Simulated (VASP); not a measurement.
The system is TaRu.

```
Ta Ru
1.0
     3.02558    0.00000    0.00000
     0.00000    3.02558    0.00000
     0.00000    0.00000    3.38465
Ta Ru
1 1
Direct
  0.50000 0.50000 0.50000
  0.00000 0.00000 0.00000
```

This cell differs from its parent crystal: volume scaled by 1.02, then relaxed in part.

Base run:

| Property | Result |
| --- | --- |
| Program | VASP 6.6.1 |
| Functional | LDA |
| Potentials or basis | VASP PAW LDA potentials, release 64 (Ta_pv, Ru_pv) |
| Cutoff | 520 eV |
| k mesh | 14 × 14 × 12 |
| Occupations | fermi-dirac, width 0.15 eV |
| Spin | no spin polarisation |

Its results: pressure -4.5 GPa.

Question: The run is repeated on the same cell with these changes: potentials or basis from VASP PAW LDA potentials, release 64 (Ta_pv, Ru_pv) to VASP PAW LDA potentials, release 64 (Ta_sv_GW, Ru_sv); cutoff from 520 eV to 600 eV; further incar settings from ALGO = Fast; EDIFF = 1e-06; NBANDS = 20 to ALGO = Normal; EDIFF = 1e-06; NBANDS = 22; valence electrons from 25 to 29. What comes out?

Answer: Pressure -4.9 GPa.
